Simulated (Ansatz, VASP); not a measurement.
## One calculation of Co, two programs

Contents of POSCAR:

```
Co
1.0
    2.5359998200      0.0000000000      0.0000000000
   -1.2679999100      2.1962402600      0.0000000000
    0.0000000000      0.0000000000      4.1360000000
Co
2
Direct
    0.3333333300      0.6666666700      0.2500000000
    0.6666666700      0.3333333300      0.7500000000
```

Contents of INCAR.step1:

```
SYSTEM = Co
ALGO     = Normal         ! electronic algorithm
EDIFF    = 1E-4           ! SCF threshold, eV
ENCUT    = 520            ! plane-wave cutoff, eV
GGA      = PE             ! functional
ISMEAR   = -1             ! smearing method
ISPIN    = 2              ! spin polarisation
LASPH    = .True.         ! aspherical terms in the spheres
LCHARG   = .False.        ! write CHGCAR
LMAXMIX  = 4              ! l up to which the mixer works
LREAL    = .False.        ! projectors in reciprocal space
LWAVE    = .True.         ! write WAVECAR
MAGMOM   = 3 -3           ! initial moments
NBANDS   = 20             ! bands
NELM     = 150            ! most SCF steps
PREC     = Accurate       ! precision mode
SIGMA    = 0.1            ! smearing width, eV
```

The input INCAR.step2:

```
SYSTEM = Co
ALGO     = Normal         ! electronic algorithm
EDIFF    = 1E-6           ! SCF threshold, eV
ENCUT    = 520            ! plane-wave cutoff, eV
ISIF     = 2              ! what is computed and relaxed
ISMEAR   = -1             ! smearing method
ISPIN    = 2              ! spin polarisation
ISTART   = 1            
LASPH    = .True.         ! aspherical terms in the spheres
LCHARG   = .False.        ! write CHGCAR
LMAXMIX  = 4              ! l up to which the mixer works
LMIXTAU  = .True.       
LORBIT   = 11             ! projections on sites
LREAL    = .False.        ! projectors in reciprocal space
LWAVE    = .False.        ! write WAVECAR
MAGMOM   = 3 -3           ! initial moments
METAGGA  = R2SCAN         ! meta-GGA
NBANDS   = 20             ! bands
NELM     = 150            ! most SCF steps
PREC     = Accurate       ! precision mode
SIGMA    = 0.1            ! smearing width, eV
```

Contents of KPOINTS:

```
k-points
0
Gamma
  14 14 8
  0 0 0
```

Input for Ansatz:

```yaml
crystal:
  lattice:
    - [2.53599982, 0.0, 0.0]
    - [-1.26799991, 2.19624026, 0.0]
    - [0.0, 0.0, 4.136]
  atoms:
    - { symbol: Co, position: [0.33333333, 0.66666667, 0.25], spin: 3.0 }
    - { symbol: Co, position: [0.66666667, 0.33333333, 0.75], spin: -3.0 }
magnetization:
  spin_polarized: true
hamiltonian:
  xc: r2scan
  pseudopotentials: { kind: paw }
basis:
  ecutwfc: 500
kpoints:
  mp_grid: { grid: [14, 14, 8] }
scf:
  occupations: { method: fermi_dirac, width: 0.1 }
  lower_state_search: "off"
output:
  forces: true
  stress: true
  write_density: true
  write_potential: true
  elf: true
  volumetric_format: npy
```

Alike in both runs: task single point; functional r2SCAN; k mesh 14 × 14 × 8; occupations fermi-dirac, width 0.1 eV; collinear spin.

```csv
,VASP,Ansatz
version,VASP 6.6.1,Ansatz 0.2.0
potentials or method,"VASP PAW PBE potentials, release 64 (Co), cutoff 520 eV","PAW, plane waves, scalar-relativistic"
valence electrons in the cell,18,34
```

|  | VASP | Ansatz | Ansatz less VASP |
| --- | --- | --- | --- |
| pressure (GPa) | -8.2 | -8.3 | -0.03 |
| traceless stress, the component that is largest in VASP (GPa) | 17.46 | 17.76 | +0.294 |
| net moment per atom (μB) | 0.00 | 0.00 | 0.000 |
| size of the moment on the site where the two differ most (μB) | 1.86 | 1.88 | +0.025 |

VASP's potentials were made for PBE, not for r2SCAN. Site moments also hang on the region over which each program counts them. The functional is the same, so the differences come from potentials, cutoffs and numerics. VASP's potentials hold 18 valence electrons a cell and Ansatz's 34, so a difference there can come from the potentials and not from the codes. Ansatz's warnings: stability check not made.
